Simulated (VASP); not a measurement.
**Ta6N5: single point with r2SCAN**

System: Ta6N5, a slab with vacuum.

```
CELL_PARAMETERS angstrom
3.10882 0.00000 0.00000
-1.55441 2.69232 0.00000
0.00000 0.00000 27.69170
ATOMIC_POSITIONS crystal
Ta 0.33333 0.66667 0.27084
Ta 0.00000 0.00000 0.36250
Ta 0.66667 0.33333 0.45417
Ta 0.33333 0.66667 0.54583
Ta 0.00000 0.00000 0.63750
Ta 0.66667 0.33333 0.72916
N 0.66667 0.33333 0.31667
N 0.33333 0.66667 0.40834
N 0.00000 0.00000 0.50000
N 0.66667 0.33333 0.59166
N 0.33333 0.66667 0.68333
```

```json
{
  "Program": "VASP 6.6.1",
  "Task": "single point",
  "Functional": "r2SCAN",
  "Potentials or basis": "VASP PAW PBE potentials, release 64 (Ta_pv, N)",
  "Cutoff": "520 eV",
  "k mesh": "12 × 12 × 1",
  "Occupations": "gaussian, width 0.1 eV",
  "Spin": "no spin polarisation"
}
```

The largest force is 0.571 eV/Å. The band gap on the k mesh is zero (an odd number of electrons rules out a gap without spin polarisation).

Forces on the atoms (eV/Å):
```
Ta   0.000  0.000  0.571
Ta   0.000  0.000 -0.160
Ta   0.000  0.000 -0.305
Ta   0.000  0.000  0.305
Ta   0.000  0.000  0.160
Ta   0.000  0.000 -0.571
N    0.000  0.000 -0.276
N    0.000  0.000 -0.207
N    0.000  0.000  0.000
N    0.000  0.000  0.207
N    0.000  0.000  0.276
```

Levels at points of the mesh, in eV from the Fermi level:
```tsv
k point	band 41	band 42	band 43	band 44	band 45	band 46	band 47	band 48	band 49	band 50
(0.00, 0.00, 0.00)	-1.92	-1.92	-1.38	-1.30	-1.30	-1.19	-0.84	-0.35	-0.35	-0.18
(0.50, 0.00, 0.00)	-2.54	-1.07	-0.29	-0.28	0.33	1.35	1.89	2.02	2.03	2.18
```

Run time: 55 min on 1 thread of AMD EPYC 9755 128-Core Processor (shared host), peak memory 0.44 GiB.

Caveat: the PAW data sets were made with another functional, which shifts forces and pressure a little; spin-orbit coupling is left out, which moves the levels of the heavy elements; an odd number of electrons without spin polarisation forces a metal; a magnetic or distorted state may lie lower.
